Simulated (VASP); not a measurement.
# SiO2 (Stishovite) (P4_2/mnm) in VASP: further runs

The runs below take SiO2 (Stishovite) through relaxation of cell and atoms, with PBE.

Everything below comes from runs of VASP 6.6.1. Logs are shortened: lines on timing, memory, paths and dates and some standing lists are left out, and cuts for length are marked.

## 1. The cell of the first run

Symmetry: P4_2/mnm, No. 136, tetragonal system. The conventional cell has a = 4.177 Å, b = 4.177 Å, c = 2.665 Å, α = 90.00°, β = 90.00°, γ = 90.00°. Within 2.3 Å of Si (site symmetry mmm) lie 6 O at 1.76 to 1.81 Å. O (site symmetry m2m) has 3 Si at 1.76 to 1.81 Å and 1 O at 2.29 Å within 2.3 Å.

## 2. Relaxation of cell and atoms, PBE

File INCAR:

```
SYSTEM = SiO2
ALGO     = Normal         ! electronic algorithm
EDIFF    = 1E-7           ! SCF threshold, eV
EDIFFG   = -0.05          ! ionic threshold
ENCUT    = 600            ! plane-wave cutoff, eV
GGA      = PE             ! functional
IBRION   = 2              ! ionic algorithm
ISIF     = 3              ! what is computed and relaxed
ISMEAR   = 0              ! smearing method
LASPH    = .True.         ! aspherical terms in the spheres
LCHARG   = .False.        ! write CHGCAR
LREAL    = .False.        ! projectors in reciprocal space
LWAVE    = .False.        ! write WAVECAR
NELM     = 100            ! most SCF steps
NSW      = 100            ! ionic steps
PREC     = Accurate       ! precision mode
SIGMA    = 0.1            ! smearing width, eV
```

File KPOINTS:

```
k-points
0
Gamma
  6 6 8
  0 0 0
```

File POSCAR:

```
SiO2
1.0
    4.1773000000      0.0000000000      0.0000000000
    0.0000000000      4.1773000000      0.0000000000
    0.0000000000      0.0000000000      2.6652000000
Si O
2 4
Direct
    0.0000000000      0.0000000000      0.0000000000
    0.5000000000      0.5000000000      0.5000000000
    0.3059000000      0.3059000000      0.0000000000
    0.1941000000      0.8059000000      0.5000000000
    0.6941000000      0.6941000000      0.0000000000
    0.8059000000      0.1941000000      0.5000000000
```

Potentials or basis: VASP PAW PBE potentials, release 64 (Si, O).

Launch:

```bash
cat potpaw_PBE.64/Si/POTCAR potpaw_PBE.64/O/POTCAR > POTCAR
mpirun -np 1 vasp_std > vasp.out
```

OUTCAR:

```text
SYSTEM = SiO2
   EDIFF = 1E-7
   EDIFFG = -0.05
   ENCUT = 600
   GGA = PE
   IBRION = 2
   ISIF = 3
   ISMEAR = 0
   LASPH = .True.
   LREAL = .False.
   NELM = 100
   NSW = 100
   PREC = Accurate

 ion  position               nearest neighbor table
   1  0.000  0.000  0.000-   4 1.76   6 1.76   4 1.76   6 1.76   5 1.81   3 1.81
   2  0.500  0.500  0.500-   3 1.76   5 1.76   3 1.76   5 1.76   4 1.81   6 1.81
   3  0.306  0.306  0.000-   2 1.76   2 1.76   1 1.81
   4  0.194  0.806  0.500-   1 1.76   1 1.76   2 1.81
   5  0.694  0.694  0.000-   2 1.76   2 1.76   1 1.81
   6  0.806  0.194  0.500-   1 1.76   1 1.76   2 1.81

  LATTYP: Found a simple tetragonal cell.
 ALAT       =     4.1773000000
 C/A-ratio  =     0.6380197735

  Lattice vectors:

 A1 = (   4.1773000000,   0.0000000000,   0.0000000000)
 A2 = (   0.0000000000,   4.1773000000,   0.0000000000)
 A3 = (   0.0000000000,   0.0000000000,   2.6652000000)

Analysis of symmetry for initial positions (statically):
=====================================================================
 Subroutine PRICEL returns:
 Original cell was already a primitive cell.

 Routine SETGRP: Setting up the symmetry group for a
 simple tetragonal supercell.

 Subroutine GETGRP returns: Found 16 space group operations
 (whereof  8 operations were pure point group operations)
 out of a pool of 16 trial point group operations.

The static configuration has the point symmetry D_2h.
 The point group associated with its full space group is D_4h.

Analysis of symmetry for dynamics (positions and initial velocities):
=====================================================================
 Subroutine PRICEL returns:
 Original cell was already a primitive cell.

 Routine SETGRP: Setting up the symmetry group for a
 simple tetragonal supercell.

 Subroutine GETGRP returns: Found 16 space group operations
 (whereof  8 operations were pure point group operations)
 out of a pool of 16 trial point group operations.

The dynamic configuration has the point symmetry D_2h.
 The point group associated with its full space group is D_4h.

 Subroutine INISYM returns: Found 16 space group operations
 (whereof  8 operations are pure point group operations),
 and found     1 'primitive' translations

----------------------------------------------------------------------------------------

                                     Primitive cell

  volume of cell :      46.5073

  direct lattice vectors                    reciprocal lattice vectors
     4.177300000  0.000000000  0.000000000     0.239389079  0.000000000  0.000000000
     0.000000000  4.177300000  0.000000000     0.000000000  0.239389079  0.000000000
     0.000000000  0.000000000  2.665200000     0.000000000  0.000000000  0.375206363

  length of vectors
     4.177300000  4.177300000  2.665200000     0.239389079  0.239389079  0.375206363

  position of ions in fractional coordinates (direct lattice)
     0.000000000  0.000000000  0.000000000
     0.500000000  0.500000000  0.500000000
     0.305900000  0.305900000  0.000000000
     0.194100000  0.805900000  0.500000000
     0.694100000  0.694100000  0.000000000
     0.805900000  0.194100000  0.500000000

  ion indices of the primitive-cell ions
   primitive index   ion index
                 1           1
                 2           2
                 3           3
                 4           4
                 5           5
                 6           6

----------------------------------------------------------------------------------------

 KPOINTS: k-points

Automatic generation of k-mesh.
 Grid dimensions read from file:
 generate k-points for:    6    6    8

 Generating k-lattice:

  Cartesian coordinates                     Fractional coordinates (reciprocal lattice)
     0.039898180  0.000000000  0.000000000     0.166666667  0.000000000  0.000000000
     0.000000000  0.039898180  0.000000000     0.000000000  0.166666667  0.000000000
     0.000000000  0.000000000  0.046900795     0.000000000  0.000000000  0.125000000

  Length of vectors
     0.039898180  0.039898180  0.046900795

  Shift w.r.t. Gamma in fractional coordinates (k-lattice)
     0.000000000  0.000000000  0.000000000

 Subroutine IBZKPT returns following result:
 ===========================================

 Found     50 irreducible k-points:

 Following reciprocal coordinates:
            Coordinates               Weight
  0.000000  0.000000  0.000000      1.000000
  0.166667  0.000000  0.000000      4.000000
  0.333333  0.000000  0.000000      4.000000
  0.500000  0.000000  0.000000      2.000000
  0.166667  0.166667  0.000000      4.000000
  0.333333  0.166667  0.000000      8.000000
[... 16 lines left out ...]
  0.333333  0.000000  0.250000      8.000000
  0.500000  0.000000  0.250000      4.000000
 [... further k-points ...]
   k-points           NKPTS =     50   k-points in BZ     NKDIM =     50   number of bands    NBANDS=     20
   number of dos      NEDOS =    301   number of ions     NIONS =      6
   total plane-waves  NPLWV =  31104
   dimension x,y,z NGX =    36 NGY =   36 NGZ =   24
   dimension x,y,z NGXF=    72 NGYF=   72 NGZF=   48
   ions per type =               2   4
   NGX,Y,Z   is equivalent  to a cutoff of  14.33, 14.33, 14.97 a.u.
   NGXF,Y,Z  is equivalent  to a cutoff of  28.65, 28.65, 29.94 a.u.
 SYSTEM =  SiO2
   PREC   = accura    normal or accurate (medium, high low for compatibility)
   ISTART =      0    job   : 0-new  1-cont  2-samecut
   ICHARG =      2    charge: 1-file 2-atom 10-const
   ISPIN  =      1    spin polarized calculation?
   LNONCOLLINEAR =      F non collinear calculations
   LSORBIT =      F    spin-orbit coupling
   LASPH  =      T    aspherical Exc in radial PAW
   ENCUT  =  600.0 eV  44.10 Ry    6.64 a.u.   8.34  8.34  5.32*2*pi/ulx,y,z
   NELM   =    100;   NELMIN=  2; NELMDL= -5     # of ELM steps
   EDIFF  = 0.1E-06   stopping-criterion for ELM
   LREAL  =      F    real-space projection
   EDIFFG = -.5E-01   stopping-criterion for IOM
   NSW    =    100    number of steps for IOM
   IBRION =      2    ionic relax: 0-MD 1-quasi-New 2-CG
   NFREE  =      1    steps in history (QN), initial steepest desc. (CG)
   ISIF   =      3    stress and relaxation
   ISYM   =      2    0-nonsym 1-usesym 2-fastsym
   POTIM  = 0.5000    time-step for ionic-motion
   TEBEG  =    0.0;   TEEND  =   0.0 temperature during run
   PSTRESS=    0.0 pullay stress
   NELECT =      32.0000    total number of electrons
   NUPDOWN=      -1.0000    fix difference up-down
   EMIN   =  10.00;   EMAX   =-10.00  energy-range for DOS
   EFERMI =   0.00;   METHOD = LEGACY
   ISMEAR =     0;   SIGMA  =   0.10  broadening in eV -4-tet -1-fermi 0-gaus
   EFERMI_NEDOS =   21; number of points for ismear=-14 and -15
   IALGO  =     38    algorithm
   IMIX   =      4    mixing-type and parameters
     AMIX     =   0.40;   BMIX     =  1.00
     AMIX_MAG =   1.60;   BMIX_MAG =  1.00
  volume/ion in A,a.u.               =       7.75        52.31
  Fermi-wavevector in a.u.,A,eV,Ry     =   1.445277  2.731178 28.420200  2.088826
  Thomas-Fermi vector in A             =   2.563477
   LORBIT       =      0    0 simple, 1 ext, 2 COOP (PROOUT), +10 PAW based schemes
   GGA     = PE    functional components
   LHFCALC =     F    Hartree Fock is set to
   AEXX    =    0.0000 exact exchange contribution
   IVDW    =     0    specifies the selected vdW correction
   LEPSILON=     F    determine dielectric tensor
   LRPA    =     F    only Hartree local field effects (RPA)
 conjugate gradient relaxation of ions
 non-spin polarized calculation
 Gauss-broadening in eV      SIGMA  =   0.10
  energy-cutoff  :      600.00
  volume of cell :       46.51
 maximum number of plane-waves:      1580
 NGX is ok and might be reduce to    36
   NGX = 17   NGY = 17   NGZ = 11

--------------------------------------- Ionic step        1  -------------------------------------------

 number of electron      32.0000002 magnetization

 Free energy of the ion-electron system (eV)
  ---------------------------------------------------
  ext. energy  EPLUGINS =         0.00000000
  ---------------------------------------------------
  free energy    TOTEN  =       -46.26938860 eV

  energy without entropy =      -46.26938860  energy(sigma->0) =      -46.26938860

------------------------ aborting loop because EDIFF is reached ----------------------------------------

  FORCE on cell =-STRESS in cart. coord.  units (eV):
  Direction    XX          YY          ZZ          XY          YZ          ZX
  --------------------------------------------------------------------------------------
  -------------------------------------------------------------------------------------
  Total        2.9788472      2.9788472      3.5896076     -0.0000000      0.0000000      0.0000000
  in kB      102.6213377    102.6213377    123.6620428     -0.0000000      0.0000000      0.0000000
  external PRESSURE =     109.6349060 kB  Pullay stress =       0.0000000 kB
[... 145 lines left out ...]
  energy  without entropy=      -46.3213916085  energy(sigma->0) =      -46.32139161

--------------------------------------- Ionic step        5  -------------------------------------------

 number of electron      32.0000006 magnetization

 Free energy of the ion-electron system (eV)
  ---------------------------------------------------
  ext. energy  EPLUGINS =         0.00000000
  ---------------------------------------------------
  free energy    TOTEN  =       -46.32393331 eV

  energy without entropy =      -46.32393331  energy(sigma->0) =      -46.32393331

 E-fermi :   8.2810     XC(G=0): -12.0949

 val. band max:        7.7734729169   @ k =   0.0000   0.0000   0.0000
 cond. band min:      12.8109687699   @ k =   0.0000   0.0000   0.0000
 fundamental gap:      5.0374958530
 Fermi energy:         8.2810477405

 k-point     1 :       0.0000    0.0000    0.0000
  band No.  band energies     occupation
      1     -14.4591      2.00000
      2     -10.9828      2.00000
      3     -10.9828      2.00000
      4     -10.8003      2.00000
      5      -2.8667      2.00000
      6       1.5412      2.00000
[... 12 lines left out ...]
     19      16.0131      0.00000
[... 513 lines left out ...]
      4     -10.3635      2.00000
      5      -0.7431      2.00000
      6      -0.7431      2.00000
[... 12 lines left out ...]
     19      18.0415      0.00000
     20      18.0415      0.00000

 [... further k-points ...]
[... 5 lines left out ...]
  --------------------------------------------------------------------------------------
  -------------------------------------------------------------------------------------
  Total        0.1662475      0.1662475     -0.1895792      0.0000000      0.0000000      0.0000000
  in kB        5.5304414      5.5304414     -6.3066009      0.0000000      0.0000000      0.0000000
  external PRESSURE =       1.5847607 kB  Pullay stress =       0.0000000 kB
[... 21 lines left out ...]
  FREE ENERGIE OF THE ION-ELECTRON SYSTEM (eV)
  ---------------------------------------------------
  free  energy   TOTEN  =       -46.3239333057 eV

  energy  without entropy=      -46.3239333057  energy(sigma->0) =      -46.32393331

 reached required accuracy - stopping structural energy minimisation
```

Wall time 2.1 min (1 thread of Intel Xeon Platinum 8488C (Sapphire Rapids), shared host); peak memory 0.2 GiB.

Results:

```yaml
Free_energy: -46.3239 eV
Relaxed_volume: 8.03 Å³/atom
Relaxed_cell: a = 4.226 Å, b = 4.226 Å, c = 2.697 Å, α = 90.00°, β = 90.00°, γ = 90.00°
Space_group_after_relaxing_to_0.05_Å: P4_2/mnm (No. 136)
Energy_gained_by_relaxing: 9.1 meV/atom
Ionic_steps: 5
Pressure_after_relaxing: 0.2 GPa
Largest_force_after_relaxing: 0.019 eV/Å
Band_gap_on_the_k_mesh: 5.04 eV, direct
```

Forces on the atoms (eV/Å):
```
Si   0.000  0.000  0.000
Si   0.000  0.000  0.000
O   -0.014 -0.014  0.000
O    0.014 -0.014  0.000
O    0.014  0.014  0.000
O   -0.014  0.014  0.000
```

Stress tensor (GPa, compression positive):
```
 0.55  0.00  0.00
 0.00  0.55  0.00
 0.00  0.00 -0.63
```

Step by step:
```csv
step,energy change (eV),largest force (eV/Å),pressure (GPa),volume (Å³)
1,0.0000,0.0983,10.96,46.51
2,0.0336,0.4646,-11.91,50.17
3,-0.0520,0.1698,0.08,48.07
4,-0.0520,0.1648,0.28,48.03
5,-0.0545,0.0194,0.16,48.16
```

Final structure:
```xyz
6
Lattice="4.2258 0.0000 0.0000 0.0000 4.2258 0.0000 0.0000 0.0000 2.6971" Properties=species:S:1:pos:R:3 pbc="T T T"
Si    4.2258    4.2258    2.6971
Si    2.1129    2.1129    1.3485
O     1.2961    1.2961    0.0000
O     0.8168    3.4090    1.3485
O     2.9296    2.9296    2.6971
O     3.4090    0.8168    1.3485
```

Levels at points of the mesh, in eV from the valence-band top:
```tsv
k point	band 13	band 14	band 15	band 16	band 17	band 18	band 19	band 20
(0.00, 0.00, 0.00)	-2.52	-0.85	-0.85	0.00	5.04	6.55	8.24	8.24
(0.50, 0.00, 0.00)	-2.63	-2.63	-1.04	-1.04	7.29	7.29	8.83	8.83
(0.50, 0.50, 0.00)	-2.56	-2.56	-2.16	-2.16	7.00	7.00	9.75	9.75
(0.00, 0.00, 0.50)	-2.90	-2.90	-2.57	-2.57	8.66	8.66	12.34	12.34
(0.50, 0.00, 0.50)	-2.20	-2.20	-1.67	-1.67	8.45	8.45	9.50	9.50
(0.50, 0.50, 0.50)	-1.72	-1.72	-1.47	-1.47	6.83	6.83	10.73	10.73
```

Caveat: the relaxation stopped at a loose force limit of 0.05 eV/Å, so its end isn't a converged minimum. A k mesh can miss the band edges.

[end of part 1 of 2]
